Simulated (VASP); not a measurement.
# Sb (I4/mmm) in VASP: a series of runs

Runs on Sb. Level: PBE. Tasks: electric field gradients.

All numbers are computed with VASP 6.6.1; they aren't measurements. Logs are shortened: lines on timing, memory, paths and dates and some standing lists are left out, and cuts for length are marked.

**1. The cell of the first run**

Symmetry: I4/mmm, No. 139, tetragonal system. The conventional cell has a = 3.035 Å, b = 3.035 Å, c = 5.001 Å, α = 90.00°, β = 90.00°, γ = 90.00°. Within 4.0 Å of Sb (site symmetry 4/mmm) lie 12 Sb at 3.03 to 3.30 Å.

**2. Electric field gradients, PBE (23.03 Å³/atom)**

INCAR reads:

```
PREC     = Accurate       # precision mode
ENCUT    = 520            # plane-wave cutoff, eV
EDIFF    = 1E-8           # SCF threshold, eV
ISMEAR   = -1             # smearing method
SIGMA    = 0.05           # smearing width, eV
LREAL    = False          # projectors in reciprocal space
LASPH    = True           # aspherical terms in the spheres
NELM     = 80             # most SCF steps
ALGO     = Normal         # electronic algorithm
ISIF     = 2              # what is computed and relaxed
LWAVE    = False          # write WAVECAR
LCHARG   = False          # write CHGCAR
GGA      = PE             # functional
LEFG     = True         
NBANDS   = 8              # bands
```

KPOINTS reads:

```
Automatic mesh
0
Gamma
  19 19 19
```

POSCAR reads:

```
Sb
1.0
   -1.5174385806      1.5174385806      2.5004967973
    1.5174385806     -1.5174385806      2.5004967973
    1.5174385806      1.5174385806     -2.5004967973
Sb
1
Direct
    0.0000000000      0.0000000000      0.0000000000
```

Potentials or basis: VASP PAW PBE potentials, release 64 (Sb).

On the command line:

```
$ cat potpaw_PBE.64/Sb/POTCAR > POTCAR
$ mpirun -np 1 vasp_std > vasp.out
```

OUTCAR:

```text
PREC = Accurate
   ENCUT = 520
   EDIFF = 1E-8
   ISMEAR = -1
   LREAL = False
   LASPH = True
   NELM = 80
   ISIF = 2
   GGA = PE

 ion  position               nearest neighbor table
   1  0.000  0.000  0.000-

  LATTYP: Found a body centered tetragonal cell.
 ALAT       =     3.0348771612
 C/A-ratio  =     1.6478405316

  Lattice vectors:

 A1 = (  -1.5174385806,   1.5174385806,   2.5004967973)
 A2 = (   1.5174385806,  -1.5174385806,   2.5004967973)
 A3 = (   1.5174385806,   1.5174385806,  -2.5004967973)

Analysis of symmetry for initial positions (statically):
=====================================================================
 Subroutine PRICEL returns:
 Original cell was already a primitive cell.

 Routine SETGRP: Setting up the symmetry group for a
 body centered tetragonal supercell.

 Subroutine GETGRP returns: Found 16 space group operations
 (whereof 16 operations were pure point group operations)
 out of a pool of 16 trial point group operations.

The static configuration has the point symmetry D_4h.

Analysis of symmetry for dynamics (positions and initial velocities):
=====================================================================
 Subroutine PRICEL returns:
 Original cell was already a primitive cell.

 Routine SETGRP: Setting up the symmetry group for a
 body centered tetragonal supercell.

 Subroutine GETGRP returns: Found 16 space group operations
 (whereof 16 operations were pure point group operations)
 out of a pool of 16 trial point group operations.

The dynamic configuration has the point symmetry D_4h.

 Subroutine INISYM returns: Found 16 space group operations
 (whereof 16 operations are pure point group operations),
 and found     1 'primitive' translations

----------------------------------------------------------------------------------------

                                     Primitive cell

  volume of cell :      23.0308

  direct lattice vectors                    reciprocal lattice vectors
    -1.517438581  1.517438581  2.500496797     0.000000000  0.329502628  0.199960264
     1.517438581 -1.517438581  2.500496797     0.329502628  0.000000000  0.199960264
     1.517438581  1.517438581 -2.500496797     0.329502628  0.329502628  0.000000000

  length of vectors
     3.295106057  3.295106057  3.295106057     0.385429746  0.385429746  0.465987085

  position of ions in fractional coordinates (direct lattice)
     0.000000000  0.000000000  0.000000000

  ion indices of the primitive-cell ions
   primitive index   ion index
                 1           1

----------------------------------------------------------------------------------------

 KPOINTS: Automatic mesh

Automatic generation of k-mesh.
 Grid dimensions read from file:
 generate k-points for:   19   19   19

 Generating k-lattice:

  Cartesian coordinates                     Fractional coordinates (reciprocal lattice)
     0.000000000  0.017342244  0.010524224     0.052631579  0.000000000  0.000000000
     0.017342244  0.000000000  0.010524224     0.000000000  0.052631579  0.000000000
     0.017342244  0.017342244  0.000000000     0.000000000  0.000000000  0.052631579

  Length of vectors
     0.020285776  0.020285776  0.024525636

  Shift w.r.t. Gamma in fractional coordinates (k-lattice)
     0.000000000  0.000000000  0.000000000

 Subroutine IBZKPT returns following result:
 ===========================================

 Found    550 irreducible k-points:

 Following reciprocal coordinates:
            Coordinates               Weight
  0.000000  0.000000  0.000000      1.000000
  0.052632 -0.000000  0.000000      8.000000
  0.105263 -0.000000  0.000000      8.000000
  0.157895  0.000000  0.000000      8.000000
  0.210526  0.000000 -0.000000      8.000000
  0.263158  0.000000  0.000000      8.000000
[... 16 lines left out ...]
 -0.315789  0.052632  0.000000     16.000000
 -0.263158  0.052632  0.000000     16.000000
 [... further k-points ...]
   k-points           NKPTS =    550   k-points in BZ     NKDIM =    550   number of bands    NBANDS=      8
   number of dos      NEDOS =    301   number of ions     NIONS =      1
   total plane-waves  NPLWV =  21952
   dimension x,y,z NGX =    28 NGY =   28 NGZ =   28
   dimension x,y,z NGXF=    56 NGYF=   56 NGZF=   56
   ions per type =               1
   NGX,Y,Z   is equivalent  to a cutoff of  14.13, 14.13, 14.13 a.u.
   NGXF,Y,Z  is equivalent  to a cutoff of  28.25, 28.25, 28.25 a.u.
 SYSTEM =  unknown system
   PREC   = accura    normal or accurate (medium, high low for compatibility)
   ISTART =      0    job   : 0-new  1-cont  2-samecut
   ICHARG =      2    charge: 1-file 2-atom 10-const
   ISPIN  =      1    spin polarized calculation?
   LNONCOLLINEAR =      F non collinear calculations
   LSORBIT =      F    spin-orbit coupling
   LASPH  =      T    aspherical Exc in radial PAW
   ENCUT  =  520.0 eV  38.22 Ry    6.18 a.u.   6.13  6.13  6.13*2*pi/ulx,y,z
   NELM   =     80;   NELMIN=  2; NELMDL= -5     # of ELM steps
   EDIFF  = 0.1E-07   stopping-criterion for ELM
   LREAL  =      F    real-space projection
   EDIFFG = 0.1E-06   stopping-criterion for IOM
   NSW    =      0    number of steps for IOM
   IBRION =     -1    ionic relax: 0-MD 1-quasi-New 2-CG
   NFREE  =      0    steps in history (QN), initial steepest desc. (CG)
   ISIF   =      2    stress and relaxation
   ISYM   =      2    0-nonsym 1-usesym 2-fastsym
   POTIM  = 0.5000    time-step for ionic-motion
   TEBEG  =    0.0;   TEEND  =   0.0 temperature during run
   PSTRESS=    0.0 pullay stress
   NELECT =       5.0000    total number of electrons
   NUPDOWN=      -1.0000    fix difference up-down
   EMIN   =  10.00;   EMAX   =-10.00  energy-range for DOS
   EFERMI =   0.00;   METHOD = LEGACY
   ISMEAR =    -1;   SIGMA  =   0.05  broadening in eV -4-tet -1-fermi 0-gaus
   EFERMI_NEDOS =   21; number of points for ismear=-14 and -15
   IALGO  =     38    algorithm
   IMIX   =      4    mixing-type and parameters
     AMIX     =   0.40;   BMIX     =  1.00
     AMIX_MAG =   1.60;   BMIX_MAG =  1.00
  volume/ion in A,a.u.               =      23.03       155.42
  Fermi-wavevector in a.u.,A,eV,Ry     =   0.983925  1.859349 13.171914  0.968108
  Thomas-Fermi vector in A             =   2.115119
   LORBIT       =      0    0 simple, 1 ext, 2 COOP (PROOUT), +10 PAW based schemes
   GGA     = PE    functional components
[... 5 lines left out ...]
 non-spin polarized calculation
  energy-cutoff  :      520.00
  volume of cell :       23.03
 maximum number of plane-waves:       638
 NGX is ok and might be reduce to    28
   NGX = 13   NGY = 13   NGZ = 13

 number of electron       5.0000000 magnetization

 Free energy of the ion-electron system (eV)
  ---------------------------------------------------
  ext. energy  EPLUGINS =         0.00000000
  ---------------------------------------------------
  free energy    TOTEN  =        -3.64900588 eV

  energy without entropy =       -3.64443039  energy(sigma->0) =       -3.64671813

 E-fermi :  10.7723     XC(G=0): -10.9259

 val. band max:       10.7555990655   @ k =  -0.2105  -0.3684   0.1579
 cond. band min:      10.7839373374   @ k =  -0.1579  -0.2632   0.1053
 fundamental gap:      0.0283382719
 Fermi energy:        10.7723237194

 k-point     1 :       0.0000    0.0000    0.0000
  band No.  band energies     occupation
      1      -3.5591      2.00000
      2      17.0036      0.00000
      3      17.3004      0.00000
      4      17.3004      0.00000
      5      20.7305      0.00000
      6      21.1785      0.00000
      7      21.7727      0.00000
      8      21.7727      0.00000

 k-point     2 :       0.0526   -0.0000    0.0000
  band No.  band energies     occupation
      1      -3.4951      2.00000
      2      16.5125      0.00000
      3      16.9086      0.00000
      4      17.2630      0.00000
      5      20.4433      0.00000
      6      21.0934      0.00000
      7      21.8943      0.00000
      8      22.1078      0.00000

 k-point     3 :       0.1053   -0.0000    0.0000
  band No.  band energies     occupation
      1      -3.3032      2.00000
      2      14.9895      0.00000
      3      16.4190      0.00000
      4      17.1664      0.00000
      5      19.9524      0.00000
      6      21.0137      0.00000
      7      22.2339      0.00000
      8      22.2376      0.00000
[... 210 lines left out ...]
 k-point    23 :      -0.3158    0.0526    0.0000
  band No.  band energies     occupation
      1      -1.4157      2.00000
      2       8.3666      2.00000
      3      14.0176      0.00000
      4      16.5594      0.00000
      5      18.6371      0.00000
      6      20.8095      0.00000
      7      22.0658      0.00000
      8      23.8097      0.00000

 k-point    24 :      -0.2632    0.0526    0.0000
  band No.  band energies     occupation
      1      -2.0729      2.00000
      2      10.0775      2.00000
      3      14.4946      0.00000
      4      16.6617      0.00000
      5      18.9763      0.00000
      6      21.0108      0.00000
      7      22.4810      0.00000
      8      23.1616      0.00000

 [... further k-points ...]
[... 5 lines left out ...]
  --------------------------------------------------------------------------------------
  -------------------------------------------------------------------------------------
  Total        2.3804187      2.3804187      2.1176703      0.0000000     -0.0000000      0.0000000
  in kB      165.5981157    165.5981157    147.3195557      0.0000000     -0.0000000      0.0000000
  external PRESSURE =     159.5052624 kB  Pullay stress =       0.0000000 kB

 VOLUME and BASIS-vectors are now :
 -----------------------------------------------------------------------------
  energy-cutoff  :      520.00
  volume of cell :       23.03
      direct lattice vectors                 reciprocal lattice vectors
    -1.517438581  1.517438581  2.500496797     0.000000000  0.329502628  0.199960264
     1.517438581 -1.517438581  2.500496797     0.329502628  0.000000000  0.199960264
     1.517438581  1.517438581 -2.500496797     0.329502628  0.329502628  0.000000000

 POSITION                                       TOTAL-FORCE (eV/Angst)
 -----------------------------------------------------------------------------------
      0.00000      0.00000      0.00000         0.000000     -0.000000     -0.000000
 -----------------------------------------------------------------------------------
    total drift:                               -0.000000      0.000000      0.000000

  FREE ENERGIE OF THE ION-ELECTRON SYSTEM (eV)
  ---------------------------------------------------
  free  energy   TOTEN  =        -3.6490058752 eV

  energy  without entropy=       -3.6444303863  energy(sigma->0) =       -3.64671813

 Electric field gradients (V/A^2)
---------------------------------------------------------------------
 ion       V_xx      V_yy      V_zz      V_xy      V_xz      V_yz
---------------------------------------------------------------------
   1     -19.610   -19.610    39.220     0.000    -0.000    -0.000
---------------------------------------------------------------------

 Electric field gradients after diagonalization (V/A^2)
 (convention: |V_zz| > |V_xx| > |V_yy|)
----------------------------------------------------------------------
 ion       V_xx      V_yy      V_zz     asymmetry (V_yy - V_xx)/ V_zz
----------------------------------------------------------------------
   1     -19.610   -19.610    39.220       0.000
----------------------------------------------------------------------

           NMR quadrupolar parameters

 Cq : quadrupolar parameter    Cq=e*Q*V_zz/h
 eta: asymmetry parameters     (V_yy - V_xx)/ V_zz
 Q  : nuclear electric quadrupole moment in mb (millibarn)
----------------------------------------------------------------------
 ion       Cq(MHz)       eta       Q (mb)
----------------------------------------------------------------------
   1       0.095       0.000       1.000
----------------------------------------------------------------------
```

Run time: 95 s. Hardware: 1 thread of Intel Xeon Platinum 8259CL at 2.50GHz (Skylake/Cascade Lake), shared host; peak memory 0.24 GiB.

Results:

```yaml
Free_energy: -3.6490 eV
Pressure: 16.0 GPa
Band_gap_on_the_k_mesh: zero (an odd number of electrons rules out a gap without spin polarisation)
Largest_electric_field_gradient_by_atom: Sb +39.2 V/Å²
```

Electric field gradients, principal values (V/Å²):
| atom | least | middle | greatest (by size) |
| --- | --- | --- | --- |
| 1 Sb | -19.610 | -19.610 | 39.220 |

Caveat: the cell stands under pressure; without QUAD_EFG the Cq values of the log hold for a quadrupole moment of 1 mb, not for the nuclei; spin-orbit coupling is left out, which moves the levels of the heavy elements.

**3. Electric field gradients, PBE (23.59 Å³/atom)**

This run uses another cell than the first one, of 23.59 Å³/atom.

INCAR reads:

```
PREC = Accurate
ENCUT = 520
EDIFF = 1E-8
ISMEAR = -1
SIGMA = 0.05
LREAL = F
LASPH = T
NELM = 100
ALGO = Normal
ISIF = 2
LWAVE = F
LCHARG = F
GGA = PE
LEFG = T
NBANDS = 8
```

KPOINTS reads:

```
regular mesh
0
Gamma
  19 19 19
```

POSCAR reads:

```
Sb
1.0
   -1.5296765170      1.5296765170      2.5206629649
    1.5296765170     -1.5296765170      2.5206629649
    1.5296765170      1.5296765170     -2.5206629649
Sb
1
Direct
    0.0000000000      0.0000000000      0.0000000000
```

Potentials or basis: VASP PAW PBE potentials, release 64 (Sb).

On the command line:

```
$ cat potpaw_PBE.64/Sb/POTCAR > POTCAR
$ mpirun -np 1 vasp_std > vasp.out
```

OUTCAR:

```text
PREC = Accurate
   ENCUT = 520
   EDIFF = 1E-8
   ISMEAR = -1
   LREAL = F
   LASPH = T
   NELM = 100
   ISIF = 2
   GGA = PE

 ion  position               nearest neighbor table
   1  0.000  0.000  0.000-

  LATTYP: Found a body centered tetragonal cell.
 ALAT       =     3.0593530340
 C/A-ratio  =     1.6478405316

  Lattice vectors:

 A1 = (  -1.5296765170,   1.5296765170,   2.5206629649)
 A2 = (   1.5296765170,  -1.5296765170,   2.5206629649)
 A3 = (   1.5296765170,   1.5296765170,  -2.5206629649)

[... 468 lines left out ...]
    total drift:                                0.000000      0.000000      0.000000

  FREE ENERGIE OF THE ION-ELECTRON SYSTEM (eV)
  ---------------------------------------------------
  free  energy   TOTEN  =        -3.6998031342 eV

  energy  without entropy=       -3.6949855745  energy(sigma->0) =       -3.69739435

 Electric field gradients (V/A^2)
---------------------------------------------------------------------
 ion       V_xx      V_yy      V_zz      V_xy      V_xz      V_yz
---------------------------------------------------------------------
   1     -19.693   -19.693    39.387    -0.000    -0.000    -0.000
---------------------------------------------------------------------

 Electric field gradients after diagonalization (V/A^2)
 (convention: |V_zz| > |V_xx| > |V_yy|)
----------------------------------------------------------------------
 ion       V_xx      V_yy      V_zz     asymmetry (V_yy - V_xx)/ V_zz
----------------------------------------------------------------------
   1     -19.693   -19.693    39.387       0.000
----------------------------------------------------------------------

           NMR quadrupolar parameters

 Cq : quadrupolar parameter    Cq=e*Q*V_zz/h
 eta: asymmetry parameters     (V_yy - V_xx)/ V_zz
 Q  : nuclear electric quadrupole moment in mb (millibarn)
----------------------------------------------------------------------
 ion       Cq(MHz)       eta       Q (mb)
----------------------------------------------------------------------
   1       0.095       0.000       1.000
----------------------------------------------------------------------
```

OSZICAR:

```text
N       E                     dE             d eps       ncg     rms          rms(c)
DAV:   1     0.559329875558E+01    0.55933E+01   -0.17212E+03  8872   0.415E+02
DAV:   2    -0.360938043234E+01   -0.92027E+01   -0.88367E+01 12336   0.546E+01
DAV:   3    -0.370537724343E+01   -0.95997E-01   -0.95807E-01 10704   0.622E+00
DAV:   4    -0.370564444101E+01   -0.26720E-03   -0.26719E-03 13768   0.401E-01
DAV:   5    -0.370564481531E+01   -0.37430E-06   -0.37418E-06 11264   0.947E-03    0.224E+00
DAV:   6    -0.370196553972E+01    0.36793E-02   -0.10102E-03 11952   0.175E-01    0.131E+00
DAV:   7    -0.369980388398E+01    0.21617E-02   -0.23122E-03 10488   0.262E-01    0.420E-02
DAV:   8    -0.369980319492E+01    0.68906E-06   -0.50573E-05 12832   0.532E-02    0.629E-03
DAV:   9    -0.369980357442E+01   -0.37950E-06   -0.69450E-07 11936   0.635E-03    0.258E-03
DAV:  10    -0.369980322535E+01    0.34907E-06   -0.54308E-08 12880   0.121E-03    0.421E-04
DAV:  11    -0.369980315352E+01    0.71828E-07   -0.25288E-09  7528   0.348E-04    0.933E-05
DAV:  12    -0.369980313782E+01    0.15702E-07   -0.24954E-10  5600   0.115E-04    0.194E-05
DAV:  13    -0.369980313424E+01    0.35818E-08   -0.33458E-11  5088   0.442E-05
   1 F= -.36998031E+01 E0= -.36973944E+01  d E =-.481756E-02
```

It took 94 s on 1 thread of Intel Xeon Platinum 8259CL at 2.50GHz (Skylake/Cascade Lake), shared host; peak memory 0.24 GiB.

Results:

* Free energy: -3.6998 eV
* Pressure: 13.1 GPa
* Band gap on the k mesh: zero (an odd number of electrons rules out a gap without spin polarisation)
* Largest electric field gradient by atom: Sb +39.4 V/Å²

Electric field gradients, principal values (V/Å²):
```tsv
atom	least	middle	greatest (by size)
1 Sb	-19.693	-19.693	39.387
```

Caveat: the cell stands under pressure; without QUAD_EFG the Cq values of the log hold for a quadrupole moment of 1 mb, not for the nuclei; spin-orbit coupling is left out, which moves the levels of the heavy elements.

The gap in the log of VASP goes by the Fermi energy; the results here count the filled bands.